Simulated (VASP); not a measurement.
# KI in VASP: settings compared

The runs below take KI through single point, with PBE, r2SCAN.

Program: VASP 6.6.1. These are calculated values, not measurements. Logs are shortened: lines on timing, memory, paths and dates and some standing lists are left out, and cuts for length are marked.

**1. The cell of the first run**

The structure is cubic, space group Fm-3m (No. 225). The conventional cell has a = 7.159 Å, b = 7.159 Å, c = 7.159 Å, α = 90.00°, β = 90.00°, γ = 90.00°. Within 4.7 Å of K (site symmetry m-3m) lie 6 I at 3.58 Å. I (site symmetry m-3m) has 6 K at 3.58 Å within 4.7 Å.

**2. Single point, PBE (strain +1.0%)**

The input, INCAR:

```
PREC = Accurate
ENCUT = 520
EDIFF = 1E-6
ISMEAR = -1
SIGMA = 0.02
LREAL = F
LASPH = T
NELM = 80
ALGO = Normal
ISIF = 2
LWAVE = F
LCHARG = T
GGA = PE
LELF = T
LVHAR = T
NBANDS = 15
```

The input, KPOINTS:

```
Automatic mesh
0
Gamma
  6 6 6
```

The input, POSCAR:

```
KI
1.0
    0.0000000000      3.5797280960      3.5797280960
    3.5797280960      0.0000000000      3.5797280960
    3.5797280960      3.5797280960      0.0000000000
K I
1 1
Direct
    0.0000000000      0.0000000000      0.0000000000
    0.5000000000      0.5000000000      0.5000000000
```

Potentials or basis: VASP PAW PBE potentials, release 64 (K_sv, I).

On the command line:

```console
> cat potpaw_PBE.64/K_sv/POTCAR potpaw_PBE.64/I/POTCAR > POTCAR
> mpirun -np 1 vasp_std > vasp.out
```

OUTCAR:

```text
PREC = Accurate
   ENCUT = 520
   EDIFF = 1E-6
   ISMEAR = -1
   LREAL = F
   LASPH = T
   NELM = 80
   ISIF = 2
   GGA = PE

 ion  position               nearest neighbor table
   1  0.000  0.000  0.000-   2 3.58   2 3.58   2 3.58   2 3.58   2 3.58   2 3.58
   2  0.500  0.500  0.500-   1 3.58   1 3.58   1 3.58   1 3.58   1 3.58   1 3.58

  LATTYP: Found a face centered cubic cell.
 ALAT       =     7.1594561920

  Lattice vectors:

 A1 = (   0.0000000000,   3.5797280960,   3.5797280960)
 A2 = (   3.5797280960,   0.0000000000,   3.5797280960)
 A3 = (   3.5797280960,   3.5797280960,   0.0000000000)

Analysis of symmetry for initial positions (statically):
=====================================================================
 Subroutine PRICEL returns:
 Original cell was already a primitive cell.

 Routine SETGRP: Setting up the symmetry group for a
 face centered cubic supercell.

 Subroutine GETGRP returns: Found 48 space group operations
 (whereof 48 operations were pure point group operations)
 out of a pool of 48 trial point group operations.

The static configuration has the point symmetry O_h .

Analysis of symmetry for dynamics (positions and initial velocities):
=====================================================================
 Subroutine PRICEL returns:
 Original cell was already a primitive cell.

 Routine SETGRP: Setting up the symmetry group for a
 face centered cubic supercell.

 Subroutine GETGRP returns: Found 48 space group operations
 (whereof 48 operations were pure point group operations)
 out of a pool of 48 trial point group operations.

The dynamic configuration has the point symmetry O_h .

 Subroutine INISYM returns: Found 48 space group operations
 (whereof 48 operations are pure point group operations),
 and found     1 'primitive' translations

----------------------------------------------------------------------------------------

                                     Primitive cell

  volume of cell :      91.7445

  direct lattice vectors                    reciprocal lattice vectors
     0.000000000  3.579728096  3.579728096    -0.139675413  0.139675413  0.139675413
     3.579728096  0.000000000  3.579728096     0.139675413 -0.139675413  0.139675413
     3.579728096  3.579728096  0.000000000     0.139675413  0.139675413 -0.139675413

  length of vectors
     5.062500023  5.062500023  5.062500023     0.241924912  0.241924912  0.241924912

  position of ions in fractional coordinates (direct lattice)
     0.000000000  0.000000000  0.000000000
     0.500000000  0.500000000  0.500000000

  ion indices of the primitive-cell ions
   primitive index   ion index
                 1           1
                 2           2

----------------------------------------------------------------------------------------

 KPOINTS: Automatic mesh

Automatic generation of k-mesh.
 Grid dimensions read from file:
 generate k-points for:    6    6    6

 Generating k-lattice:

  Cartesian coordinates                     Fractional coordinates (reciprocal lattice)
    -0.023279235  0.023279235  0.023279235     0.166666667  0.000000000  0.000000000
     0.023279235 -0.023279235  0.023279235     0.000000000  0.166666667  0.000000000
     0.023279235  0.023279235 -0.023279235     0.000000000  0.000000000  0.166666667

  Length of vectors
     0.040320819  0.040320819  0.040320819

  Shift w.r.t. Gamma in fractional coordinates (k-lattice)
     0.000000000  0.000000000  0.000000000

 Subroutine IBZKPT returns following result:
 ===========================================

 Found     16 irreducible k-points:

 Following reciprocal coordinates:
            Coordinates               Weight
  0.000000  0.000000  0.000000      1.000000
  0.166667  0.000000  0.000000      8.000000
  0.333333  0.000000  0.000000      8.000000
  0.500000  0.000000  0.000000      4.000000
  0.166667  0.166667  0.000000      6.000000
  0.333333  0.166667  0.000000     24.000000
[... 8 lines left out ...]
 -0.333333  0.333333  0.166667     24.000000
 -0.333333  0.500000  0.166667     12.000000
   k-points           NKPTS =     16   k-points in BZ     NKDIM =     16   number of bands    NBANDS=     15
   number of dos      NEDOS =    301   number of ions     NIONS =      2
   total plane-waves  NPLWV =  64000
   dimension x,y,z NGX =    40 NGY =   40 NGZ =   40
   dimension x,y,z NGXF=    80 NGYF=   80 NGZF=   80
   ions per type =               1   1
   NGX,Y,Z   is equivalent  to a cutoff of  13.14, 13.14, 13.14 a.u.
   NGXF,Y,Z  is equivalent  to a cutoff of  26.27, 26.27, 26.27 a.u.
 SYSTEM =  unknown system
   PREC   = accura    normal or accurate (medium, high low for compatibility)
   ISTART =      0    job   : 0-new  1-cont  2-samecut
   ICHARG =      2    charge: 1-file 2-atom 10-const
   ISPIN  =      1    spin polarized calculation?
   LNONCOLLINEAR =      F non collinear calculations
   LSORBIT =      F    spin-orbit coupling
   LASPH  =      T    aspherical Exc in radial PAW
   ENCUT  =  520.0 eV  38.22 Ry    6.18 a.u.   9.41  9.41  9.41*2*pi/ulx,y,z
   NELM   =     80;   NELMIN=  2; NELMDL= -5     # of ELM steps
   EDIFF  = 0.1E-05   stopping-criterion for ELM
   LREAL  =      F    real-space projection
   EDIFFG = 0.1E-04   stopping-criterion for IOM
   NSW    =      0    number of steps for IOM
   IBRION =     -1    ionic relax: 0-MD 1-quasi-New 2-CG
   NFREE  =      0    steps in history (QN), initial steepest desc. (CG)
   ISIF   =      2    stress and relaxation
   ISYM   =      2    0-nonsym 1-usesym 2-fastsym
   POTIM  = 0.5000    time-step for ionic-motion
   TEBEG  =    0.0;   TEEND  =   0.0 temperature during run
   PSTRESS=    0.0 pullay stress
   NELECT =      16.0000    total number of electrons
   NUPDOWN=      -1.0000    fix difference up-down
   EMIN   =  10.00;   EMAX   =-10.00  energy-range for DOS
   EFERMI =   0.00;   METHOD = LEGACY
   ISMEAR =    -1;   SIGMA  =   0.02  broadening in eV -4-tet -1-fermi 0-gaus
   EFERMI_NEDOS =   21; number of points for ismear=-14 and -15
   IALGO  =     38    algorithm
   IMIX   =      4    mixing-type and parameters
     AMIX     =   0.40;   BMIX     =  1.00
     AMIX_MAG =   1.60;   BMIX_MAG =  1.00
  volume/ion in A,a.u.               =      45.87       309.56
  Fermi-wavevector in a.u.,A,eV,Ry     =   0.914650  1.728437 11.382417  0.836584
  Thomas-Fermi vector in A             =   2.039301
   LORBIT       =      0    0 simple, 1 ext, 2 COOP (PROOUT), +10 PAW based schemes
   GGA     = PE    functional components
   LHFCALC =     F    Hartree Fock is set to
   AEXX    =    0.0000 exact exchange contribution
   IVDW    =     0    specifies the selected vdW correction
   LEPSILON=     F    determine dielectric tensor
   LRPA    =     F    only Hartree local field effects (RPA)
 non-spin polarized calculation
  energy-cutoff  :      520.00
  volume of cell :       91.74
 maximum number of plane-waves:      2497
 NGX is ok and might be reduce to    40
   NGX = 19   NGY = 19   NGZ = 19

 number of electron      16.0000000 magnetization

 Free energy of the ion-electron system (eV)
  ---------------------------------------------------
  ext. energy  EPLUGINS =         0.00000000
  ---------------------------------------------------
  free energy    TOTEN  =        -5.56468486 eV

  energy without entropy =       -5.56468486  energy(sigma->0) =       -5.56468486

 E-fermi :  -0.1683     XC(G=0):  -7.0243

 val. band max:       -0.6154117027   @ k =   0.0000   0.0000   0.0000
 cond. band min:       3.2571884993   @ k =   0.0000   0.0000   0.0000
 fundamental gap:      3.8726002021
 Fermi energy:        -0.1683112810

 k-point     1 :       0.0000    0.0000    0.0000
  band No.  band energies     occupation
      1     -29.1896      2.00000
      2     -12.6723      2.00000
      3     -12.6723      2.00000
      4     -12.6723      2.00000
      5     -11.0605      2.00000
      6      -0.6154      2.00000
      7      -0.6154      2.00000
      8      -0.6154      2.00000
      9       3.2572      0.00000
     10       5.8943      0.00000
     11       5.8943      0.00000
     12       5.8943      0.00000
     13       6.5855      0.00000
     14       6.5855      0.00000
     15       9.1239      0.00000

 k-point     2 :       0.1667    0.0000    0.0000
  band No.  band energies     occupation
      1     -29.1892      2.00000
      2     -12.7037      2.00000
      3     -12.6729      2.00000
      4     -12.6729      2.00000
      5     -11.0013      2.00000
      6      -1.0041      2.00000
      7      -0.6968      2.00000
      8      -0.6968      2.00000
      9       3.8593      0.00000
     10       5.8031      0.00000
     11       6.1740      0.00000
     12       6.1740      0.00000
     13       6.8813      0.00000
     14       6.8813      0.00000
     15       9.9547      0.00000

 k-point     3 :       0.3333    0.0000    0.0000
  band No.  band energies     occupation
      1     -29.1884      2.00000
      2     -12.7612      2.00000
      3     -12.6740      2.00000
      4     -12.6740      2.00000
      5     -10.8865      2.00000
      6      -1.5997      2.00000
      7      -0.8487      2.00000
      8      -0.8487      2.00000
      9       4.6649      0.00000
     10       6.3043      0.00000
     11       6.8465      0.00000
     12       6.8465      0.00000
     13       7.6703      0.00000
     14       7.6703      0.00000
     15       8.8988      0.00000
[... 199 lines left out ...]
 k-point    15 :      -0.3333    0.3333    0.1667
  band No.  band energies     occupation
      1     -29.1876      2.00000
      2     -12.7391      2.00000
      3     -12.6927      2.00000
      4     -12.6847      2.00000
      5     -10.8728      2.00000
      6      -1.5176      2.00000
      7      -1.2104      2.00000
      8      -1.0246      2.00000
      9       5.6107      0.00000
     10       5.9578      0.00000
     11       6.2871      0.00000
     12       7.5190      0.00000
     13       8.0490      0.00000
     14       8.4991      0.00000
     15       9.1359      0.00000

 k-point    16 :      -0.3333    0.5000    0.1667
  band No.  band energies     occupation
      1     -29.1875      2.00000
      2     -12.7058      2.00000
      3     -12.7044      2.00000
      4     -12.6932      2.00000
      5     -10.8987      2.00000
      6      -1.4320      2.00000
      7      -1.1412      2.00000
      8      -1.1191      2.00000
      9       5.0716      0.00000
     10       5.6668      0.00000
     11       6.7182      0.00000
     12       7.5651      0.00000
     13       7.8535      0.00000
     14       8.9231      0.00000
     15       9.3005      0.00000

------------------------ aborting loop because EDIFF is reached ----------------------------------------

  FORCE on cell =-STRESS in cart. coord.  units (eV):
  Direction    XX          YY          ZZ          XY          YZ          ZX
  --------------------------------------------------------------------------------------
  -------------------------------------------------------------------------------------
  Total        0.0758566      0.0758566      0.0758566      0.0000000     -0.0000000     -0.0000000
  in kB        1.3247193      1.3247193      1.3247193      0.0000000     -0.0000000     -0.0000000
  external PRESSURE =       1.3247193 kB  Pullay stress =       0.0000000 kB

 VOLUME and BASIS-vectors are now :
 -----------------------------------------------------------------------------
  energy-cutoff  :      520.00
  volume of cell :       91.74
      direct lattice vectors                 reciprocal lattice vectors
     0.000000000  3.579728096  3.579728096    -0.139675413  0.139675413  0.139675413
     3.579728096  0.000000000  3.579728096     0.139675413 -0.139675413  0.139675413
     3.579728096  3.579728096  0.000000000     0.139675413  0.139675413 -0.139675413

 POSITION                                       TOTAL-FORCE (eV/Angst)
 -----------------------------------------------------------------------------------
      0.00000      0.00000      0.00000         0.000000      0.000000      0.000000
      3.57973      3.57973      3.57973        -0.000000      0.000000     -0.000000
 -----------------------------------------------------------------------------------
    total drift:                                0.000000     -0.000000     -0.000000

  FREE ENERGIE OF THE ION-ELECTRON SYSTEM (eV)
  ---------------------------------------------------
  free  energy   TOTEN  =        -5.5646848555 eV

  energy  without entropy=       -5.5646848555  energy(sigma->0) =       -5.56468486
```

Wall time 21 s (1 thread of Intel Xeon Platinum 8259CL at 2.50GHz (Skylake/Cascade Lake), shared host); peak memory 0.24 GiB.

Results:

| Property | Result |
| --- | --- |
| Free energy | -5.5647 eV |
| Pressure | 0.1 GPa |
| Band gap on the k mesh | 3.87 eV, direct |

Caveat: the cell differs from its parent crystal (strain +1.0%); spin-orbit coupling is left out, which moves the levels of the heavy elements.

**3. Single point, PBE (shear xy strain -2.0%)**

The input, INCAR:

```
  PREC = Accurate
  ENCUT = 520
  EDIFF = 1E-6
  ISMEAR = 0
  SIGMA = 0.01
  LREAL = F
  LASPH = T
  NELM = 60
  ALGO = Normal
  ISIF = 2
  LWAVE = F
  LCHARG = T
  GGA = PE
  LELF = T
  LVHAR = T
  NBANDS = 15
```

The input, KPOINTS:

```
Automatic mesh
0
Gamma
  4 4 4
```

The input, POSCAR:

```
KI
1.0
   -0.0354428524      3.5442852436      3.5442852436
    3.5442852436     -0.0354428524      3.5442852436
    3.5088423911      3.5088423911      0.0000000000
K I
1 1
Direct
    0.0000000000      0.0000000000      0.0000000000
    0.5000000000      0.5000000000      0.5000000000
```

Potentials or basis: VASP PAW PBE potentials, release 64 (K_sv, I).

On the command line:

```console
> cat potpaw_PBE.64/K_sv/POTCAR potpaw_PBE.64/I/POTCAR > POTCAR
> mpirun -np 1 vasp_std > vasp.out
```

It took 23 s on 1 thread of Intel Xeon Platinum 8259CL at 2.50GHz (Skylake/Cascade Lake), shared host; peak memory 0.24 GiB.

It converged, with:

```yaml
Free_energy: -5.5581 eV
Pressure: 0.5 GPa
Band_gap_on_the_k_mesh: 3.91 eV, direct
```

Stress tensor (GPa, compression positive):
```
0.50 0.07 0.00
0.07 0.50 0.00
0.00 0.00 0.50
```

Levels at points of the mesh, in eV from the valence-band top:
| k point | band 6 | band 7 | band 8 | band 9 | band 10 | band 11 |
| --- | --- | --- | --- | --- | --- | --- |
| (0.00, 0.00, 0.00) | -0.05 | -0.03 | 0.00 | 3.91 | 6.40 | 6.47 |
| (0.50, 0.00, 0.00) | -1.33 | -0.35 | -0.32 | 5.50 | 7.62 | 8.08 |
| (0.50, 0.50, 0.00) | -1.01 | -0.42 | -0.35 | 4.92 | 5.72 | 8.06 |
| (0.00, 0.00, 0.50) | -1.32 | -0.38 | -0.36 | 5.48 | 7.68 | 8.02 |
| (0.50, 0.00, 0.50) | -1.01 | -0.39 | -0.39 | 4.92 | 5.72 | 8.06 |

Caveat: the cell differs from its parent crystal (shear xy strain -2.0%); spin-orbit coupling is left out, which moves the levels of the heavy elements.

**4. Single point, r2SCAN (strain +1.0%)**

The input, POSCAR:

```
KI
1.0
    0.0000000000      3.5797280960      3.5797280960
    3.5797280960      0.0000000000      3.5797280960
    3.5797280960      3.5797280960      0.0000000000
K I
1 1
Direct
    0.0000000000      0.0000000000      0.0000000000
    0.5000000000      0.5000000000      0.5000000000
```

The input, INCAR.step1:

```
SYSTEM = KI
  PREC = Accurate
  ENCUT = 520
  ISMEAR = 0
  SIGMA = 0.01
  LREAL = .FALSE.
  LASPH = .TRUE.
  NELM = 80
  NBANDS = 15
  GGA = PE
  ALGO = Normal
  EDIFF = 1E-4
  LWAVE = .TRUE.
  LCHARG = .FALSE.
```

The input, INCAR.step2:

```
SYSTEM = KI
  PREC = Accurate
  ENCUT = 520
  EDIFF = 1E-6
  ISMEAR = 0
  SIGMA = 0.01
  LREAL = .FALSE.
  LASPH = .TRUE.
  NELM = 80
  ALGO = Normal
  ISIF = 2
  LWAVE = .FALSE.
  LCHARG = .TRUE.
  METAGGA = R2SCAN
  LMIXTAU = .TRUE.
  LELF = .TRUE.
  LVHAR = .TRUE.
  NBANDS = 15
  ISTART = 1
```

The input, KPOINTS:

```
regular mesh
0
G
  6 6 6
  0 0 0
```

On the command line:

```console
> cat potpaw_PBE.64/K_sv/POTCAR potpaw_PBE.64/I/POTCAR > POTCAR
> cp INCAR.step1 INCAR
> mpirun -np 1 vasp_std > vasp.out
> cp INCAR.step2 INCAR
> mpirun -np 1 vasp_std > vasp.out
```

Wall time 91 s (1 thread of Intel Xeon Platinum 8259CL at 2.50GHz (Skylake/Cascade Lake), shared host); peak memory 0.26 GiB.

Results (log left out):

```
Free energy            : -33.9821 eV
Pressure               : -0.3 GPa
Band gap on the k mesh : 4.51 eV, direct
```

Levels at points of the mesh, in eV from the valence-band top:
```
           k point  band 4  band 5  band 6  band 7  band 8  band 9  band 10  band 11  band 12  band 13
(0.00, 0.00, 0.00)  -12.44  -10.75    0.00    0.00    0.00    4.51     7.07     7.07     7.07     7.89
(0.50, 0.00, 0.00)  -12.44  -10.51   -1.23   -0.30   -0.30    5.98     8.21     8.69     8.69     9.36
(0.50, 0.50, 0.00)  -12.45  -10.62   -0.96   -0.35   -0.35    5.44     6.40     8.80     9.24     9.42
```

Caveat: the cell differs from its parent crystal (strain +1.0%); the PAW data sets were made with another functional, which shifts forces and pressure a little; spin-orbit coupling is left out, which moves the levels of the heavy elements.

**5. Single point, PBE (uniaxial z strain -2.0%)**

The input, INCAR:

```
  PREC = Accurate
  ENCUT = 520
  EDIFF = 1E-7
  ISMEAR = -1
  SIGMA = 0.02
  LREAL = F
  LASPH = T
  NELM = 80
  ALGO = Normal
  ISIF = 2
  LWAVE = F
  LCHARG = F
  GGA = PE
  NBANDS = 15
```

The input, KPOINTS:

```
regular mesh
0
Gamma
  6 6 6
```

The input, POSCAR:

```
KI
1.0
    0.0000000000      3.5442852436      3.4733995387
    3.5442852436      0.0000000000      3.4733995387
    3.5442852436      3.5442852436      0.0000000000
K I
1 1
Direct
    0.0000000000      0.0000000000      0.0000000000
    0.5000000000      0.5000000000      0.5000000000
```

On the command line:

```console
> cat potpaw_PBE.64/K_sv/POTCAR potpaw_PBE.64/I/POTCAR > POTCAR
> mpirun -np 1 vasp_std > vasp.out
```

Wall time 42 s (1 thread of Intel Xeon Platinum 8259CL at 2.50GHz (Skylake/Cascade Lake), shared host); peak memory 0.25 GiB.

The run converged. Its results:

| Property | Result |
| --- | --- |
| Free energy | -5.5503 eV |
| Pressure | 0.8 GPa |
| Band gap on the k mesh | 3.98 eV, direct |

Stress tensor (GPa, compression positive):
```
0.57 0.00 0.00
0.00 0.57 0.00
0.00 0.00 1.17
```

Levels at points of the mesh, in eV from the valence-band top:
```tsv
k point	band 5	band 6	band 7	band 8	band 9	band 10	band 11	band 12
(0.00, 0.00, 0.00)	-10.52	-0.01	-0.01	0.00	3.98	6.45	6.45	6.57
(0.50, 0.00, 0.00)	-10.23	-1.35	-0.35	-0.35	5.53	7.74	8.08	8.24
(0.50, 0.50, 0.00)	-10.37	-1.00	-0.40	-0.40	4.90	5.79	8.14	8.75
(0.50, 0.00, 0.50)	-10.38	-1.02	-0.38	-0.35	4.92	5.79	8.09	8.75
```

Caveat: the cell differs from its parent crystal (uniaxial z strain -2.0%); spin-orbit coupling is left out, which moves the levels of the heavy elements.

**6. Overview**

| level | cell | k mesh | smearing | gap on the mesh (eV) | pressure (GPa) |
| --- | --- | --- | --- | --- | --- |
| PBE | a = 5.063 Å, angles 60.0°, 2 atoms | 6 × 6 × 6 | fermi-dirac 0.02 eV | 3.87 | 0.1 |
| PBE | a = 5.013, b = 5.013, c = 4.962 Å, angles 60.3, 60.3, 60.7°, 2 atoms | 4 × 4 × 4 | gaussian 0.01 eV | 3.91 | 0.5 |
| r2SCAN | a = 5.063 Å, angles 60.0°, 2 atoms | 6 × 6 × 6 | gaussian 0.01 eV | 4.51 | -0.3 |
| PBE | a = 4.963, b = 4.963, c = 5.012 Å, angles 59.7, 59.7, 60.7°, 2 atoms | 6 × 6 × 6 | fermi-dirac 0.02 eV | 3.98 | 0.8 |

Alike in all rows: task single point; potentials or basis VASP PAW PBE potentials, release 64 (K_sv, I); no spin polarisation; cutoff (eV) 520.

Caveats: spin-orbit coupling is left out, which moves the levels of the heavy elements; the PAW data sets were made with another functional, which shifts forces and pressure a little (some runs).

Total energies depend on the potentials used, so only differences within one code and one set of settings carry meaning.
